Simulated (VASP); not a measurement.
# SnGe2O3: single point with r2SCAN+rVV10

The system is SnGe2O3.

```
CELL_PARAMETERS angstrom
2.22272 -6.77831 0.00000
2.22272 6.77831 0.00000
0.00000 0.00000 3.12053
ATOMIC_POSITIONS crystal
Sn 0.00000 0.00000 0.00000
Ge 0.50000 0.00000 0.50000
Ge 0.00000 0.50000 0.50000
O 0.82949 0.17051 0.00000
O 0.17051 0.82949 0.00000
O 0.50000 0.50000 0.50000
```

```json
{
 "Program": "VASP 6.6.1",
 "Task": "single point",
 "Functional": "r2SCAN",
 "Dispersion": "rVV10",
 "Potentials or basis": "VASP PAW PBE potentials, release 64 (Sn_d, Ge_d, O)",
 "Cutoff": "520 eV",
 "k mesh": "6 × 6 × 6",
 "Occupations": "fermi-dirac, width 0.03 eV",
 "Spin": "no spin polarisation"
}
```

```yaml
Pressure: 0.1 GPa
Largest_force: 0.014 eV/Å
Band_gap_on_the_k_mesh: zero (bands 30 and 31 overlap by 1.92 eV)
```

Forces on the atoms (eV/Å):
```
Sn   0.000  0.000  0.000
Ge   0.000  0.000  0.000
Ge   0.000  0.000  0.000
O    0.000  0.014  0.000
O    0.000 -0.014  0.000
O    0.000  0.000  0.000
```

Stress tensor (GPa, compression positive):
```
0.18 0.00 0.00
0.00 0.14 0.00
0.00 0.00 0.00
```

Levels at points of the mesh, in eV from the Fermi level:
```csv
k point,band 26,band 27,band 28,band 29,band 30,band 31,band 32,band 33,band 34,band 35
"(0.00, 0.00, 0.00)",-2.91,-2.83,-1.98,-1.84,-0.59,0.61,1.34,5.49,5.66,5.97
"(0.50, 0.00, 0.00)",-3.17,-2.20,-1.43,-0.44,0.77,1.18,1.70,2.91,4.98,6.02
"(0.50, 0.50, 0.00)",-4.38,-3.05,-1.88,-1.21,-0.59,0.59,1.30,5.16,5.56,6.13
"(0.00, 0.00, 0.50)",-3.42,-2.61,-2.37,-1.79,-0.71,-0.42,0.23,2.74,4.60,4.62
"(0.50, 0.00, 0.50)",-3.83,-3.23,-2.82,-1.49,-0.92,2.22,3.39,4.14,4.32,4.54
"(0.50, 0.50, 0.50)",-2.95,-2.47,-2.14,-1.65,-1.07,-0.61,0.82,1.14,4.32,4.45
```

Wall time 17 min on 1 thread of AMD EPYC 7R13 Processor (Zen 3), on a shared host, peak memory 0.6 GiB.

Caveat: the PAW data sets were made with another functional, which shifts forces and pressure a little; spin-orbit coupling is left out, which moves the levels of the heavy elements.
